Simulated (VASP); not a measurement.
# Si16Ge (a cell with a defect) in VASP: notebook

Runs on Si16Ge (a cell with a defect). Level: PBEsol. Tasks: single point.

Everything below comes from runs of VASP 6.6.1. Logs are shortened: lines on timing, memory, paths and dates and some standing lists are left out, and cuts for length are marked.

**1. The cell of the first run**

The cell holds a defect, 17 atoms: a = 7.679 Å, b = 7.679 Å, c = 7.679 Å, α = 60.00°, β = 60.00°, γ = 60.00°.

**2. Single point, PBEsol**

Input file INCAR:

```
PREC = Accurate
ENCUT = 520
EDIFF = 1E-7
ISMEAR = 0
SIGMA = 0.05
LREAL = Auto
LASPH = True
NELM = 60
ALGO = Normal
ISIF = 2
LWAVE = False
LCHARG = False
GGA = PS
NBANDS = 53
```

Input file KPOINTS:

```
regular mesh
0
Gamma
  2 2 2
```

Input file POSCAR:

```
Si16Ge
1.0
    0.0000000000      5.4300000000      5.4300000000
    5.4300000000      0.0000000000      5.4300000000
    5.4300000000      5.4300000000      0.0000000000
Si Ge
16 1
Direct
    0.0009363720      0.0006418969      0.0007129834
    0.1250274401      0.1249883978      0.1249998158
    0.0009677716      0.0006753223      0.4977047882
    0.1208371087      0.1205325046      0.6293448435
    0.0009441068      0.4977078269      0.0007210866
    0.1208614180      0.6292645488      0.1206240331
   -0.0105715470      0.5035192449      0.5035365562
    0.1208293738      0.6293113260      0.6293558932
    0.4976868324      0.0007555249      0.0008251381
    0.6295826888      0.1204836096      0.1205508287
    0.5038690608     -0.0116545120      0.5038749540
    0.6296153775      0.1204652855      0.6294752302
    0.5038054328      0.5037940147     -0.0114008287
    0.6295910681      0.6294059853      0.1205455801
    0.5038917127      0.5039364641      0.5039082873
    0.6258248619      0.6246633517      0.6249370166
    0.3762556169      0.3744837937      0.3749215470
```

Potentials or basis: VASP PAW PBE potentials, release 64 (Si, Ge_d).

Run with:

```
$ cat potpaw_PBE.64/Si/POTCAR potpaw_PBE.64/Ge_d/POTCAR > POTCAR
$ mpirun -np 1 vasp_std > vasp.out
```

OUTCAR:

```text
PREC = Accurate
   ENCUT = 520
   EDIFF = 1E-7
   ISMEAR = 0
   LREAL = Auto
   LASPH = True
   NELM = 60
   ISIF = 2
   GGA = PS

 ion  position               nearest neighbor table
   1  0.001  0.001  0.001-  10 2.33   4 2.33   6 2.33   2 2.34
   2  0.125  0.125  0.125-   9 2.34   3 2.34   5 2.34   1 2.34
   3  0.001  0.001  0.498-  12 2.33   8 2.33   4 2.33   2 2.34
   4  0.121  0.121  0.629-   3 2.33   1 2.33   7 2.40  11 2.40  17 2.77
   5  0.001  0.498  0.001-  14 2.33   8 2.33   6 2.33   2 2.34
   6  0.121  0.629  0.121-   5 2.33   1 2.33   7 2.40  13 2.40  17 2.77
   7  0.989  0.504  0.504-  16 2.28   6 2.40   4 2.40   8 2.40  17 2.43
   8  0.121  0.629  0.629-   3 2.33   5 2.33   7 2.40  15 2.40  17 2.77
   9  0.498  0.001  0.001-  10 2.33  14 2.33  12 2.33   2 2.34
  10  0.630  0.120  0.121-   1 2.33   9 2.33  13 2.40  11 2.40  17 2.76
  11  0.504  0.988  0.504-  16 2.28   4 2.40  10 2.40  12 2.40  17 2.42
  12  0.630  0.120  0.629-   3 2.33   9 2.33  11 2.40  15 2.40  17 2.76
  13  0.504  0.504  0.989-  16 2.28   6 2.40  10 2.40  14 2.40  17 2.42
  14  0.630  0.629  0.121-   5 2.33   9 2.33  13 2.40  15 2.40  17 2.76
  15  0.504  0.504  0.504-  16 2.28   8 2.40  14 2.40  12 2.40  17 2.42
  16  0.626  0.625  0.625-   7 2.28  13 2.28  11 2.28  15 2.28
  17  0.376  0.374  0.375-  15 2.42  11 2.42  13 2.42   7 2.43  12 2.76  14 2.76  10 2.76   8 2.77
                             4 2.77   6 2.77

  LATTYP: Found a face centered cubic cell.
 ALAT       =    10.8600000000

  Lattice vectors:

 A1 = (   0.0000000000,   5.4300000000,   5.4300000000)
 A2 = (   5.4300000000,   0.0000000000,   5.4300000000)
 A3 = (   5.4300000000,   5.4300000000,   0.0000000000)

Analysis of symmetry for initial positions (statically):
=====================================================================
 Subroutine PRICEL returns:
 Original cell was already a primitive cell.

 Routine SETGRP: Setting up the symmetry group for a
 face centered cubic supercell.

 Subroutine GETGRP returns: Found  1 space group operations
 (whereof  1 operations were pure point group operations)
 out of a pool of 48 trial point group operations.

The static configuration has the point symmetry C_1 .

Analysis of symmetry for dynamics (positions and initial velocities):
=====================================================================
 Subroutine PRICEL returns:
 Original cell was already a primitive cell.

 Routine SETGRP: Setting up the symmetry group for a
 face centered cubic supercell.

 Subroutine GETGRP returns: Found  1 space group operations
 (whereof  1 operations were pure point group operations)
 out of a pool of 48 trial point group operations.

The dynamic configuration has the point symmetry C_1 .

 Subroutine INISYM returns: Found  1 space group operations
 (whereof  1 operations are pure point group operations),
 and found     1 'primitive' translations

----------------------------------------------------------------------------------------

                                     Primitive cell

  volume of cell :     320.2060

  direct lattice vectors                    reciprocal lattice vectors
     0.000000000  5.430000000  5.430000000    -0.092081031  0.092081031  0.092081031
     5.430000000  0.000000000  5.430000000     0.092081031 -0.092081031  0.092081031
     5.430000000  5.430000000  0.000000000     0.092081031  0.092081031 -0.092081031

  length of vectors
     7.679179644  7.679179644  7.679179644     0.159489025  0.159489025  0.159489025

  position of ions in fractional coordinates (direct lattice)
     0.000936372  0.000641897  0.000712983
     0.125027440  0.124988398  0.124999816
     0.000967772  0.000675322  0.497704788
     0.120837109  0.120532505  0.629344844
     0.000944107  0.497707827  0.000721087
     0.120861418  0.629264549  0.120624033
[... 9 lines left out ...]
     0.625824862  0.624663352  0.624937017
     0.376255617  0.374483794  0.374921547

  ion indices of the primitive-cell ions
   primitive index   ion index
                 1           1
                 2           2
                 3           3
                 4           4
                 5           5
                 6           6
[... 9 lines left out ...]
                16          16
                17          17

----------------------------------------------------------------------------------------

 KPOINTS: regular mesh

Automatic generation of k-mesh.
 Grid dimensions read from file:
 generate k-points for:    2    2    2

 Generating k-lattice:

  Cartesian coordinates                     Fractional coordinates (reciprocal lattice)
    -0.046040516  0.046040516  0.046040516     0.500000000  0.000000000  0.000000000
     0.046040516 -0.046040516  0.046040516     0.000000000  0.500000000  0.000000000
     0.046040516  0.046040516 -0.046040516     0.000000000  0.000000000  0.500000000

  Length of vectors
     0.079744512  0.079744512  0.079744512

  Shift w.r.t. Gamma in fractional coordinates (k-lattice)
     0.000000000  0.000000000  0.000000000

 Subroutine IBZKPT returns following result:
 ===========================================

 Found      8 irreducible k-points:

 Following reciprocal coordinates:
            Coordinates               Weight
  0.000000  0.000000  0.000000      1.000000
  0.500000  0.000000  0.000000      1.000000
  0.000000  0.500000  0.000000      1.000000
  0.000000  0.000000  0.500000      1.000000
  0.500000  0.500000  0.500000      1.000000
  0.500000  0.500000  0.000000      1.000000
  0.000000  0.500000  0.500000      1.000000
  0.500000  0.000000  0.500000      1.000000
   k-points           NKPTS =      8   k-points in BZ     NKDIM =      8   number of bands    NBANDS=     53
   number of dos      NEDOS =    301   number of ions     NIONS =     17
   total plane-waves  NPLWV = 216000
   dimension x,y,z NGX =    60 NGY =   60 NGZ =   60
   dimension x,y,z NGXF=   120 NGYF=  120 NGZF=  120
   ions per type =              16   1
   NGX,Y,Z   is equivalent  to a cutoff of  12.99, 12.99, 12.99 a.u.
   NGXF,Y,Z  is equivalent  to a cutoff of  25.98, 25.98, 25.98 a.u.
 SYSTEM =  unknown system
   PREC   = accura    normal or accurate (medium, high low for compatibility)
   ISTART =      0    job   : 0-new  1-cont  2-samecut
   ICHARG =      2    charge: 1-file 2-atom 10-const
   ISPIN  =      1    spin polarized calculation?
   LNONCOLLINEAR =      F non collinear calculations
   LSORBIT =      F    spin-orbit coupling
   LASPH  =      T    aspherical Exc in radial PAW
   ENCUT  =  520.0 eV  38.22 Ry    6.18 a.u.  14.28 14.28 14.28*2*pi/ulx,y,z
   NELM   =     60;   NELMIN=  2; NELMDL= -5     # of ELM steps
   EDIFF  = 0.1E-06   stopping-criterion for ELM
   LREAL  =      T    real-space projection
   EDIFFG = 0.1E-05   stopping-criterion for IOM
   NSW    =      0    number of steps for IOM
   IBRION =     -1    ionic relax: 0-MD 1-quasi-New 2-CG
   NFREE  =      0    steps in history (QN), initial steepest desc. (CG)
   ISIF   =      2    stress and relaxation
   ISYM   =      2    0-nonsym 1-usesym 2-fastsym
   POTIM  = 0.5000    time-step for ionic-motion
   TEBEG  =    0.0;   TEEND  =   0.0 temperature during run
   PSTRESS=    0.0 pullay stress
   NELECT =      78.0000    total number of electrons
   NUPDOWN=      -1.0000    fix difference up-down
   EMIN   =  10.00;   EMAX   =-10.00  energy-range for DOS
   EFERMI =   0.00;   METHOD = LEGACY
   ISMEAR =     0;   SIGMA  =   0.05  broadening in eV -4-tet -1-fermi 0-gaus
   EFERMI_NEDOS =   21; number of points for ismear=-14 and -15
   IALGO  =     38    algorithm
   IMIX   =      4    mixing-type and parameters
     AMIX     =   0.40;   BMIX     =  1.00
     AMIX_MAG =   1.60;   BMIX_MAG =  1.00
  volume/ion in A,a.u.               =      18.84       127.11
  Fermi-wavevector in a.u.,A,eV,Ry     =   1.022421  1.932096 14.222785  1.045345
  Thomas-Fermi vector in A             =   2.156100
   LORBIT       =      0    0 simple, 1 ext, 2 COOP (PROOUT), +10 PAW based schemes
   GGA     = PS    functional components
   LHFCALC =     F    Hartree Fock is set to
   AEXX    =    0.0000 exact exchange contribution
   IVDW    =     0    specifies the selected vdW correction
   LEPSILON=     F    determine dielectric tensor
   LRPA    =     F    only Hartree local field effects (RPA)
 non-spin polarized calculation
 Gauss-broadening in eV      SIGMA  =   0.05
  energy-cutoff  :      520.00
  volume of cell :      320.21
 maximum number of plane-waves:      8646
 NGX is ok and might be reduce to    60
   NGX = 29   NGY = 29   NGZ = 29

 number of electron      77.9999998 magnetization

 Free energy of the ion-electron system (eV)
  ---------------------------------------------------
  ext. energy  EPLUGINS =         0.00000000
  ---------------------------------------------------
  free energy    TOTEN  =       -92.78716919 eV

  energy without entropy =      -92.77896894  energy(sigma->0) =      -92.78306907

 E-fermi :   6.7945     XC(G=0):  -9.8840

 val. band max:        6.5593615833   @ k =   0.0000   0.0000   0.0000
 cond. band min:       6.7966946583   @ k =   0.0000   0.0000   0.0000
 fundamental gap:      0.2373330750
 Fermi energy:         6.7945113941

 k-point     1 :       0.0000    0.0000    0.0000
  band No.  band energies     occupation
      1     -18.2741      2.00000
      2     -18.2741      2.00000
      3     -18.2741      2.00000
      4     -18.2602      2.00000
      5     -18.2601      2.00000
      6      -6.6130      2.00000
[... 43 lines left out ...]
     50       8.0107      0.00000
     51       8.9832      0.00000

 k-point     2 :       0.5000    0.0000    0.0000
  band No.  band energies     occupation
      1     -18.2741      2.00000
      2     -18.2741      2.00000
      3     -18.2741      2.00000
      4     -18.2602      2.00000
      5     -18.2601      2.00000
      6      -6.2879      2.00000
[... 316 lines left out ...]
 k-point     8 :       0.5000    0.0000    0.5000
  band No.  band energies     occupation
      1     -18.2741      2.00000
      2     -18.2741      2.00000
      3     -18.2741      2.00000
      4     -18.2602      2.00000
      5     -18.2601      2.00000
      6      -6.1841      2.00000
[... 43 lines left out ...]
     50      10.2117      0.00000
     51      10.2155      0.00000
 [bands above 51 left out]

------------------------ aborting loop because EDIFF is reached ----------------------------------------

  FORCE on cell =-STRESS in cart. coord.  units (eV):
  Direction    XX          YY          ZZ          XY          YZ          ZX
  --------------------------------------------------------------------------------------
  -------------------------------------------------------------------------------------
  Total        9.4379579      9.4340504      9.4373911      0.0005956      0.0001345      0.0029277
  in kB       47.2236045     47.2040532     47.2207683      0.0029800      0.0006728      0.0146491
  external PRESSURE =      47.2161420 kB  Pullay stress =       0.0000000 kB

 VOLUME and BASIS-vectors are now :
 -----------------------------------------------------------------------------
  energy-cutoff  :      520.00
  volume of cell :      320.21
      direct lattice vectors                 reciprocal lattice vectors
     0.000000000  5.430000000  5.430000000    -0.092081031  0.092081031  0.092081031
     5.430000000  0.000000000  5.430000000     0.092081031 -0.092081031  0.092081031
     5.430000000  5.430000000  0.000000000     0.092081031  0.092081031 -0.092081031

 POSITION                                       TOTAL-FORCE (eV/Angst)
 -----------------------------------------------------------------------------------
      0.00736      0.00896      0.00857         0.001056      0.001699      0.001221
      1.35744      1.35765      1.35759         0.000400     -0.000958     -0.000593
      2.70620      2.70779      0.00892        -0.000905     -0.000421      0.000778
      4.07183      4.07349      1.31064        -0.000478     -0.000129      0.003435
      2.70647      0.00904      2.70768        -0.001146      0.001498     -0.001003
      4.07189      1.31127      4.07318        -0.000421      0.002566      0.000352
[... 9 lines left out ...]
      6.78533      6.79164      6.79015         0.003821     -0.007277     -0.004703
      4.06927      4.07889      4.07651         0.006906     -0.015396     -0.009189
 -----------------------------------------------------------------------------------
    total drift:                                0.001328     -0.001077     -0.000560

  FREE ENERGIE OF THE ION-ELECTRON SYSTEM (eV)
  ---------------------------------------------------
  free  energy   TOTEN  =       -92.7871691929 eV

  energy  without entropy=      -92.7789689443  energy(sigma->0) =      -92.78306907
```

Wall time 2.6 min (1 thread of Intel Xeon Platinum 8488C (Sapphire Rapids), shared host); peak memory 0.49 GiB.

What came out:

```yaml
Free_energy: -92.7872 eV
Pressure: 4.7 GPa
Largest_force: 0.019 eV/Å
Band_gap_on_the_k_mesh: zero (band 39 reaches 6.87 eV, above the bottom of band 40 at 6.56 eV)
```

Forces on the atoms (eV/Å):
```
Si   0.001  0.002  0.001
Si   0.000 -0.001 -0.001
Si  -0.001  0.000  0.001
Si   0.000  0.000  0.003
Si  -0.001  0.001 -0.001
Si   0.000  0.003  0.000
Si  -0.007  0.010  0.008
Si  -0.003  0.000  0.000
Si   0.000  0.001  0.001
Si   0.007 -0.002 -0.002
Si   0.000  0.004  0.009
Si   0.001 -0.009 -0.001
Si   0.000  0.012  0.001
Si   0.002 -0.001 -0.008
Si  -0.008  0.004  0.001
Si   0.004 -0.007 -0.005
Ge   0.007 -0.015 -0.009
```

Caveat: the k points lie up to 0.50 Å⁻¹ apart; the PAW data sets were made with another functional, which shifts forces and pressure a little.

(Part 1 of 2 ends here.)
